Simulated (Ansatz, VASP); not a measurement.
# Two plane-wave programs on BN

```
CELL_PARAMETERS angstrom
0.00000 1.83533 1.79174
1.83533 0.00000 1.79174
1.83533 1.83533 0.00000
ATOMIC_POSITIONS crystal
B 0.00000 0.00000 0.00000
N 0.25000 0.25000 0.25000
```

Change from the starting cell: epitaxial_xy strain +1.7%.

Alike in both runs: task single point; functional PBE; k mesh 12 × 12 × 12; occupations fermi-dirac, width 0.02 eV; no spin polarisation.

```csv
,VASP,Ansatz
version,VASP 6.6.1,Ansatz 0.2.0
potentials or method,"VASP PAW PBE potentials, release 64 (B, N)","plane waves, PAW"
plane-wave cutoff (eV),520,420
valence electrons in the cell,8,8
```

|  | VASP | Ansatz | Ansatz less VASP |
| --- | --- | --- | --- |
| gap on the k mesh at the Fermi level (eV) | 4.02 | 4.03 | +0.011 |
| pressure (GPa) | -4.8 | -5.0 | -0.20 |
| traceless stress, the component that is largest in VASP (GPa) | 9.34 | 9.33 | -0.009 |

With one functional, cell and mesh, what is left measures potentials, basis and numerics.
